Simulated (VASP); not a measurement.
# GaN (I-4m2) in VASP: single point with r2SCAN

Aim: the single point of GaN with r2SCAN.

Everything below comes from runs of VASP 6.6.1. Logs are shortened: lines on timing, memory, paths and dates and some standing lists are left out, and cuts for length are marked.

## (1) The cell of the first run

Symmetry: I-4m2, No. 119, tetragonal system. The conventional cell has a = 3.187 Å, b = 3.187 Å, c = 4.620 Å, α = 90.00°, β = 90.00°, γ = 90.00°. Within 2.6 Å of Ga (site symmetry -4m2) lie 4 N at 1.97 Å. Within 2.6 Å of N (site symmetry -4m2) lie 4 Ga at 1.97 Å.

## (2) Single point, r2SCAN (strain +0.000 along x and y, +0.025 along z)

File POSCAR:

```
GaN
1.0
    0.0000000000      2.2535006075      2.3098381227
    2.2535006075      0.0000000000      2.3098381227
    2.2535006075      2.2535006075      0.0000000000
Ga N
1 1
Direct
    0.0000000000      0.0000000000      0.0000000000
    0.7500000000      0.7500000000      0.7500000000
```

File INCAR.step1:

```
SYSTEM = GaN
ALGO     = Normal         ! electronic algorithm
EDIFF    = 1E-5           ! SCF threshold, eV
ENCUT    = 1460           ! plane-wave cutoff, eV
GGA      = PE             ! functional
GGA_COMPAT= .False.      
ISMEAR   = 0              ! smearing method
LASPH    = .True.         ! aspherical terms in the spheres
LCHARG   = .False.        ! write CHGCAR
LREAL    = .False.        ! projectors in reciprocal space
LWAVE    = .True.         ! write WAVECAR
NBANDS   = 16             ! bands
NELM     = 120            ! most SCF steps
PREC     = Accurate       ! precision mode
SIGMA    = 0.05           ! smearing width, eV
```

File INCAR.step2:

```
SYSTEM = GaN
ALGO     = Normal         ! electronic algorithm
EDIFF    = 1E-6           ! SCF threshold, eV
ENCUT    = 1460           ! plane-wave cutoff, eV
GGA_COMPAT= .False.      
ISIF     = 2              ! what is computed and relaxed
ISMEAR   = 0              ! smearing method
ISTART   = 1            
LASPH    = .True.         ! aspherical terms in the spheres
LCHARG   = .False.        ! write CHGCAR
LMIXTAU  = .True.       
LREAL    = .False.        ! projectors in reciprocal space
LWAVE    = .False.        ! write WAVECAR
METAGGA  = R2SCAN         ! meta-GGA
NBANDS   = 16             ! bands
NELM     = 120            ! most SCF steps
PREC     = Accurate       ! precision mode
SIGMA    = 0.05           ! smearing width, eV
```

File KPOINTS:

```
k-points
0
Gamma
  10 10 10
  0 0 0
```

Potentials or basis: VASP PAW PBE potentials, release 64 (Ga_d, N_h).

Launch:

```sh
> cat potpaw_PBE.64/Ga_d/POTCAR potpaw_PBE.64/N_h/POTCAR > POTCAR
> cp INCAR.step1 INCAR
> mpirun -np 1 vasp_std > vasp.out
> cp INCAR.step2 INCAR
> mpirun -np 1 vasp_std > vasp.out
```

OUTCAR:

```text
SYSTEM = GaN
   EDIFF = 1E-6
   ENCUT = 1460
   ISIF = 2
   ISMEAR = 0
   ISTART = 1
   LASPH = .True.
   LREAL = .False.
   METAGGA = R2SCAN
   NELM = 120
   PREC = Accurate

 ion  position               nearest neighbor table
   1  0.000  0.000  0.000-   2 1.97   2 1.97   2 1.97   2 1.97
   2  0.750  0.750  0.750-   1 1.97   1 1.97   1 1.97   1 1.97

  LATTYP: Found a body centered tetragonal cell.
 ALAT       =     3.1869311219
 C/A-ratio  =     1.4495689014

  Lattice vectors:

 A1 = (  -2.2535006075,   0.0000000000,   2.3098381227)
 A2 = (   2.2535006075,   0.0000000000,   2.3098381227)
 A3 = (   0.0000000000,   2.2535006075,  -2.3098381227)

Analysis of symmetry for initial positions (statically):
=====================================================================
 Subroutine PRICEL returns:
 Original cell was already a primitive cell.

 Routine SETGRP: Setting up the symmetry group for a
 body centered tetragonal supercell.

 Subroutine GETGRP returns: Found  8 space group operations
 (whereof  8 operations were pure point group operations)
 out of a pool of 16 trial point group operations.

The static configuration has the point symmetry D_2d.

Analysis of symmetry for dynamics (positions and initial velocities):
=====================================================================
 Subroutine PRICEL returns:
 Original cell was already a primitive cell.

 Routine SETGRP: Setting up the symmetry group for a
 body centered tetragonal supercell.

 Subroutine GETGRP returns: Found  8 space group operations
 (whereof  8 operations were pure point group operations)
 out of a pool of 16 trial point group operations.

The dynamic configuration has the point symmetry D_2d.

 Subroutine INISYM returns: Found  8 space group operations
 (whereof  8 operations are pure point group operations),
 and found     1 'primitive' translations

----------------------------------------------------------------------------------------

                                     Primitive cell

  volume of cell :      23.4599

  direct lattice vectors                    reciprocal lattice vectors
     0.000000000  2.253500607  2.309838123    -0.221877020  0.221877020  0.216465386
     2.253500607  0.000000000  2.309838123     0.221877020 -0.221877020  0.216465386
     2.253500607  2.253500607  0.000000000     0.221877020  0.221877020 -0.216465386

  length of vectors
     3.227013657  3.227013657  3.186931122     0.381203472  0.381203472  0.381203472
[... 80 lines left out ...]
   NELM   =    120;   NELMIN=  2; NELMDL=  0     # of ELM steps
   EDIFF  = 0.1E-05   stopping-criterion for ELM
   LREAL  =      F    real-space projection
   EDIFFG = 0.1E-04   stopping-criterion for IOM
   NSW    =      0    number of steps for IOM
   IBRION =     -1    ionic relax: 0-MD 1-quasi-New 2-CG
   NFREE  =      0    steps in history (QN), initial steepest desc. (CG)
   ISIF   =      2    stress and relaxation
   ISYM   =      2    0-nonsym 1-usesym 2-fastsym
   POTIM  = 0.5000    time-step for ionic-motion
   TEBEG  =    0.0;   TEEND  =   0.0 temperature during run
   PSTRESS=    0.0 pullay stress
   NELECT =      18.0000    total number of electrons
   NUPDOWN=      -1.0000    fix difference up-down
   EMIN   =  10.00;   EMAX   =-10.00  energy-range for DOS
   EFERMI =   0.00;   METHOD = LEGACY
   ISMEAR =     0;   SIGMA  =   0.05  broadening in eV -4-tet -1-fermi 0-gaus
   EFERMI_NEDOS =   21; number of points for ismear=-14 and -15
   IALGO  =     38    algorithm
   IMIX   =      4    mixing-type and parameters
     AMIX     =   0.40;   BMIX     =  1.00
     AMIX_MAG =   1.60;   BMIX_MAG =  1.00
  volume/ion in A,a.u.               =      11.73        79.16
  Fermi-wavevector in a.u.,A,eV,Ry     =   1.498730  2.832189 30.561287  2.246191
  Thomas-Fermi vector in A             =   2.610451
   LORBIT       =      0    0 simple, 1 ext, 2 COOP (PROOUT), +10 PAW based schemes
   METAGGA = R2SCAN    functional components
   LHFCALC =     F    Hartree Fock is set to
   AEXX    =    0.0000 exact exchange contribution
   IVDW    =     0    specifies the selected vdW correction
   LEPSILON=     F    determine dielectric tensor
   LRPA    =     F    only Hartree local field effects (RPA)
 non-spin polarized calculation
 Gauss-broadening in eV      SIGMA  =   0.05
  energy-cutoff  :     1460.00
  volume of cell :       23.46
 maximum number of plane-waves:      3002
   NGX = 21   NGY = 21   NGZ = 19

 number of electron      18.0000000 magnetization

 Free energy of the ion-electron system (eV)
  ---------------------------------------------------
  ext. energy  EPLUGINS =         0.00000000
  ---------------------------------------------------
  free energy    TOTEN  =       -21.88793151 eV

  energy without entropy =      -21.88793151  energy(sigma->0) =      -21.88793151

 E-fermi :   5.3303     XC(G=0): -12.4819

 val. band max:        5.0791980812   @ k =   0.0000   0.0000   0.0000
 cond. band min:       6.9916115160   @ k =   0.0000   0.0000   0.0000
 fundamental gap:      1.9124134349
 Fermi energy:         5.3302855286

 k-point     1 :       0.0000    0.0000    0.0000
  band No.  band energies     occupation
      1     -11.4808      2.00000
      2      -8.7937      2.00000
      3      -8.7681      2.00000
      4      -8.7681      2.00000
      5      -8.4524      2.00000
      6      -8.4518      2.00000
[... 433 lines left out ...]
      3      -8.5536      2.00000
      4      -8.5504      2.00000
      5      -8.4008      2.00000
      6      -7.6601      2.00000
[... 8 lines left out ...]
     15      28.0643      0.00000
     16      28.2860      0.00000

 [... further k-points ...]

------------------------ aborting loop because EDIFF is reached ----------------------------------------

  FORCE on cell =-STRESS in cart. coord.  units (eV):
  Direction    XX          YY          ZZ          XY          YZ          ZX
  --------------------------------------------------------------------------------------
  -------------------------------------------------------------------------------------
  Total       -0.5125994     -0.5125994     -1.0187107      0.0000000     -0.0000000      0.0000000
  in kB      -35.0075522    -35.0075522    -69.5720085      0.0000000     -0.0000000      0.0000000
  external PRESSURE =     -46.5290376 kB  Pullay stress =       0.0000000 kB

 VOLUME and BASIS-vectors are now :
 -----------------------------------------------------------------------------
  energy-cutoff  :     1460.00
  volume of cell :       23.46
      direct lattice vectors                 reciprocal lattice vectors
     0.000000000  2.253500607  2.309838123    -0.221877020  0.221877020  0.216465386
     2.253500607  0.000000000  2.309838123     0.221877020 -0.221877020  0.216465386
     2.253500607  2.253500607  0.000000000     0.221877020  0.221877020 -0.216465386

 POSITION                                       TOTAL-FORCE (eV/Angst)
 -----------------------------------------------------------------------------------
      0.00000      0.00000      0.00000         0.000000      0.000000      0.000000
      3.38025      3.38025      3.46476        -0.000000     -0.000000     -0.000000
 -----------------------------------------------------------------------------------
    total drift:                                0.000000      0.000000      0.000000

  FREE ENERGIE OF THE ION-ELECTRON SYSTEM (eV)
  ---------------------------------------------------
  free  energy   TOTEN  =       -21.8879315109 eV

  energy  without entropy=      -21.8879315109  energy(sigma->0) =      -21.88793151
```

OSZICAR.step1:

```text
N       E                     dE             d eps       ncg     rms          rms(c)
DAV:   1     0.144361712914E+03    0.14436E+03   -0.16048E+04  3480   0.371E+03
DAV:   2     0.195792707408E+01   -0.14240E+03   -0.13065E+03  3664   0.559E+02
DAV:   3    -0.137857392524E+02   -0.15744E+02   -0.15458E+02  3776   0.114E+02
DAV:   4    -0.141109592806E+02   -0.32522E+00   -0.32486E+00  4088   0.172E+01
DAV:   5    -0.141151448330E+02   -0.41856E-02   -0.41855E-02  4120   0.183E+00    0.759E+00
DAV:   6    -0.121653133837E+02    0.19498E+01   -0.50068E+00  4920   0.389E+01    0.212E+00
DAV:   7    -0.121657240894E+02   -0.41071E-03   -0.27091E-01  3544   0.633E+00    0.134E+00
DAV:   8    -0.121617026659E+02    0.40214E-02   -0.58430E-02  3784   0.318E+00    0.406E-01
DAV:   9    -0.121588098388E+02    0.28928E-02   -0.94427E-03  4952   0.227E+00    0.800E-02
DAV:  10    -0.121590620640E+02   -0.25223E-03   -0.92505E-04  3928   0.427E-01    0.330E-02
DAV:  11    -0.121590367831E+02    0.25281E-04   -0.13654E-04  5032   0.196E-01    0.811E-03
DAV:  12    -0.121590378127E+02   -0.10297E-05   -0.15854E-05  3312   0.601E-02
   1 F= -.12159038E+02 E0= -.12159038E+02  d E =-.180666E-16
```

Wall time 10 min (1 thread of AMD EPYC 7R43 (Zen 3), shared host); peak memory 0.36 GiB.

What came out:

```
Free energy            : -21.8879 eV
Pressure               : -4.7 GPa
Band gap on the k mesh : 1.91 eV
```

Stress tensor (GPa, compression positive):
```
-3.50  0.00  0.00
 0.00 -3.50  0.00
 0.00  0.00 -6.96
```

Caveat: the cell differs from its parent crystal (strain +0.000 along x and y, +0.025 along z); the cell stands under tension; the PAW data sets were made with another functional, which shifts forces and pressure a little.
